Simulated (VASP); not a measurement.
# Cr (Im-3m) in VASP: notebook, part 2 of 2

VASP 6.6.1. The steps go on from the part before.

## (4) Single point, r2SCAN+D4, collinear spin, ferromagnetic start

This run uses another cell than the first one, of 13.61 Å³/atom.

Input file POSCAR:

```
Cr
1.0
   -1.5039841504      1.5039841504      1.5039841504
    1.5039841504     -1.5039841504      1.5039841504
    1.5039841504      1.5039841504     -1.5039841504
Cr
1
Direct
    0.0000000000      0.0000000000      0.0000000000
```

Input file INCAR.step1:

```
SYSTEM = Cr
  ALGO = Normal
  EDIFF = 1E-4
  ENCUT = 520
  GGA = PE
  ISMEAR = -1
  ISPIN = 2
  LASPH = .TRUE.
  LCHARG = .FALSE.
  LMAXMIX = 4
  LREAL = .FALSE.
  LWAVE = .TRUE.
  MAGMOM = 3
  NBANDS = 16
  NELM = 150
  PREC = Accurate
  SIGMA = 0.05
```

Input file INCAR.step2:

```
SYSTEM = Cr
  ALGO = Normal
  EDIFF = 1E-6
  ENCUT = 520
  ISIF = 2
  ISMEAR = -1
  ISPIN = 2
  ISTART = 1
  IVDW = 13
  LASPH = .TRUE.
  LCHARG = .FALSE.
  LMAXMIX = 4
  LMIXTAU = .TRUE.
  LORBIT = 11
  LREAL = .FALSE.
  LWAVE = .FALSE.
  MAGMOM = 3
  METAGGA = R2SCAN
  NBANDS = 16
  NELM = 150
  PREC = Accurate
  SIGMA = 0.05
  VDW_A1 = 0.51559235
  VDW_A2 = 5.77342911
  VDW_S6 = 1.0
  VDW_S8 = 0.6018749
```

Input file KPOINTS:

```
k-points
0
G
  12 12 12
  0 0 0
```

Potentials or basis: VASP PAW PBE potentials, release 64 (Cr_pv).

Started as:

```
cat potpaw_PBE.64/Cr_pv/POTCAR > POTCAR
cp INCAR.step1 INCAR
mpirun -np 1 vasp_std > vasp.out
cp INCAR.step2 INCAR
mpirun -np 1 vasp_std > vasp.out
```

OUTCAR:

```text
SYSTEM = Cr
   EDIFF = 1E-6
   ENCUT = 520
   ISIF = 2
   ISMEAR = -1
   ISPIN = 2
   ISTART = 1
   IVDW = 13
   LASPH = .TRUE.
   LORBIT = 11
   LREAL = .FALSE.
   METAGGA = R2SCAN
   NELM = 150
   PREC = Accurate

 ion  position               nearest neighbor table
   1  0.000  0.000  0.000-

  LATTYP: Found a body centered cubic cell.
 ALAT       =     3.0079683008

  Lattice vectors:

 A1 = (  -1.5039841504,   1.5039841504,   1.5039841504)
 A2 = (   1.5039841504,  -1.5039841504,   1.5039841504)
 A3 = (   1.5039841504,   1.5039841504,  -1.5039841504)

Analysis of symmetry for initial positions (statically):
=====================================================================
 Subroutine PRICEL returns:
 Original cell was already a primitive cell.

 Routine SETGRP: Setting up the symmetry group for a
 body centered cubic supercell.

 Subroutine GETGRP returns: Found 48 space group operations
 (whereof 48 operations were pure point group operations)
 out of a pool of 48 trial point group operations.

The static configuration has the point symmetry O_h .

Analysis of symmetry for dynamics (positions and initial velocities):
=====================================================================
 Subroutine PRICEL returns:
 Original cell was already a primitive cell.

 Routine SETGRP: Setting up the symmetry group for a
 body centered cubic supercell.

 Subroutine GETGRP returns: Found 48 space group operations
 (whereof 48 operations were pure point group operations)
 out of a pool of 48 trial point group operations.

The dynamic configuration has the point symmetry O_h .

Analysis of structural, dynamic, and magnetic symmetry:
=====================================================================
[... 137 lines left out ...]
   LEPSILON=     F    determine dielectric tensor
   LRPA    =     F    only Hartree local field effects (RPA)
 spin polarized calculation
  energy-cutoff  :      520.00
  volume of cell :       13.61
 maximum number of plane-waves:       380
   NGX =  9   NGY =  9   NGZ =  9

 number of electron      11.9999988 magnetization      -0.0000064

 number of electron      11.9999988 magnetization       0.0000010

 Free energy of the ion-electron system (eV)
  ---------------------------------------------------
  ext. energy  EPLUGINS =         0.00000000
  ---------------------------------------------------
  free energy    TOTEN  =       -14.52631994 eV

  energy without entropy =      -14.51990051  energy(sigma->0) =      -14.52311023

 E-fermi :   8.6367     XC(G=0): -13.9403

 val. band max:        8.5975089731   @ k =   0.4167   0.0833   0.0000
 cond. band min:       8.6504594136   @ k =  -0.2500   0.3333   0.1667
 fundamental gap:      0.0529504405
 Fermi energy:         8.6367277630

 spin component 1

 k-point     1 :       0.0000    0.0000    0.0000
  band No.  band energies     occupation
      1     -35.8125      1.00000
      2     -35.8125      1.00000
      3     -35.8124      1.00000
      4       0.9472      1.00000
      5       7.9410      1.00000
      6       7.9411      1.00000
[... 435 lines left out ...]
      5       6.5742      1.00000
      6       8.3070      0.99863
[... 8 lines left out ...]
     15      38.2942      0.00000
     16      39.9361      0.00000

 [... further k-points ...]

 spin component 2

 k-point     1 :       0.0000    0.0000    0.0000
  band No.  band energies     occupation
      1     -35.8125      1.00000
      2     -35.8125      1.00000
      3     -35.8124      1.00000
      4       0.9471      1.00000
      5       7.9410      1.00000
      6       7.9411      1.00000
[... 435 lines left out ...]
      5       6.5742      1.00000
      6       8.3070      0.99863
[... 8 lines left out ...]
     15      38.2942      0.00000
     16      39.9361      0.00000

 [... further k-points ...]

------------------------ aborting loop because EDIFF is reached ----------------------------------------

  DFT-D4 for vdW energy calculation

  Edisp (eV):   -0.13172

  FORCE on cell =-STRESS in cart. coord.  units (eV):
  Direction    XX          YY          ZZ          XY          YZ          ZX
  --------------------------------------------------------------------------------------
  -------------------------------------------------------------------------------------
  Total      -3.02909    -3.02909    -3.02909     0.00000     0.00000     0.00000
  in kB    -356.64185  -356.64185  -356.64185     0.00000     0.00000     0.00000
  external pressure =     -356.64 kB  Pullay stress =        0.00 kB

 VOLUME and BASIS-vectors are now :
 -----------------------------------------------------------------------------
  energy-cutoff  :      520.00
  volume of cell :       13.61
      direct lattice vectors                 reciprocal lattice vectors
    -1.503984150  1.503984150  1.503984150     0.000000000  0.332450312  0.332450312
     1.503984150 -1.503984150  1.503984150     0.332450312  0.000000000  0.332450312
     1.503984150  1.503984150 -1.503984150     0.332450312  0.332450312  0.000000000

 POSITION                                       TOTAL-FORCE (eV/Angst)
 -----------------------------------------------------------------------------------
      0.00000      0.00000      0.00000         0.000000      0.000000      0.000000
 -----------------------------------------------------------------------------------
    total drift:                                0.000000     -0.000000      0.000000

  FREE ENERGIE OF THE ION-ELECTRON SYSTEM (eV)
  ---------------------------------------------------
  free  energy   TOTEN  =       -14.6580367829 eV

  energy  without entropy=      -14.6516173566  energy(sigma->0) =      -14.65482707

 total charge

# of ion       s       p       d       tot
------------------------------------------
    1        0.664   6.327   4.003  10.994

 magnetization (x)

# of ion       s       p       d       tot
------------------------------------------
    1        0.000  -0.000   0.000   0.000
```

OSZICAR.step1:

```text
N       E                     dE             d eps       ncg     rms          rms(c)
DAV:   1     0.843906365212E+02    0.84391E+02   -0.61702E+03  4648   0.825E+02
DAV:   2    -0.823542291992E+01   -0.92626E+02   -0.88442E+02  5128   0.244E+02
DAV:   3    -0.979034382060E+01   -0.15549E+01   -0.15516E+01  5280   0.352E+01
DAV:   4    -0.979696024033E+01   -0.66164E-02   -0.66163E-02  5424   0.228E+00
DAV:   5    -0.979702221057E+01   -0.61970E-04   -0.61969E-04  5232   0.199E-01    0.160E+01
DAV:   6    -0.922717084311E+01    0.56985E+00   -0.26245E+00  4696   0.271E+01    0.361E+00
DAV:   7    -0.929404156100E+01   -0.66871E-01   -0.20675E-01  4848   0.370E+00    0.204E+00
DAV:   8    -0.929665791692E+01   -0.26164E-02   -0.49039E-03  5368   0.951E-01    0.101E+00
DAV:   9    -0.929419563510E+01    0.24623E-02   -0.14841E-03  5128   0.479E-01    0.281E-01
DAV:  10    -0.929450263961E+01   -0.30700E-03   -0.49592E-04  4872   0.280E-01    0.888E-02
DAV:  11    -0.929453925761E+01   -0.36618E-04   -0.25463E-05  2384   0.527E-02
   1 F= -.92945393E+01 E0= -.92913968E+01  d E =-.628483E-02  mag=    -0.0001
```

Wall time 2.9 min (1 thread of Intel Xeon 8259CL, shared host); peak memory 0.15 GiB.

What came out:

* Free energy: -14.6580 eV
* Pressure: -35.7 GPa
* Band gap on the k mesh: zero (filled and empty bands overlap)
* Net moment: 0.00 μB per cell
* Valence electrons inside the program's atomic spheres: Cr 10.99
* Dispersion energy per atom: -0.132 eV

Caveat: the cell stands under tension; the PAW data sets were made with another functional, which shifts forces and pressure a little.
